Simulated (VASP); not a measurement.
# Pt: single point with HSE06

Crystal: Pt.

```
Pt
1.0
    -1.58422    1.58422    1.58422
     1.58422   -1.58422    1.58422
     1.58422    1.58422   -1.58422
Pt
1
Direct
  0.00000 0.00000 0.00000
```

This isn't the form of Pt at room conditions, which is fcc.

```yaml
Program: VASP 6.6.1
Task: single point
Functional: HSE06
Potentials_or_basis: VASP PAW PBE potentials, release 64 (Pt)
Cutoff: 520 eV
k_mesh: 5 × 5 × 5
Occupations: fermi-dirac, width 0.05 eV
Spin: non-collinear spin, zero start, spin-orbit coupling
Starting_moments: "[[0.0, 0.0, 0.0]] μB"
```

| Property | Result |
| --- | --- |
| Pressure | -6.1 GPa |
| Net moment | 0.00 μB per cell |
| Valence electrons inside the program's atomic spheres | Pt 9.26 |

Moments on the atoms (μB; x, y, z):
```
Pt  0.00 0.00 0.00
```

It took 16 min on 1 thread of Intel(R) Xeon(R) Platinum 8375C CPU @ 2.90GHz (Ice Lake), on a shared host, peak memory 0.27 GiB.

Caveat: the k points lie up to 0.56 Å⁻¹ apart; the PAW data sets were made with another functional, which shifts forces and pressure a little.
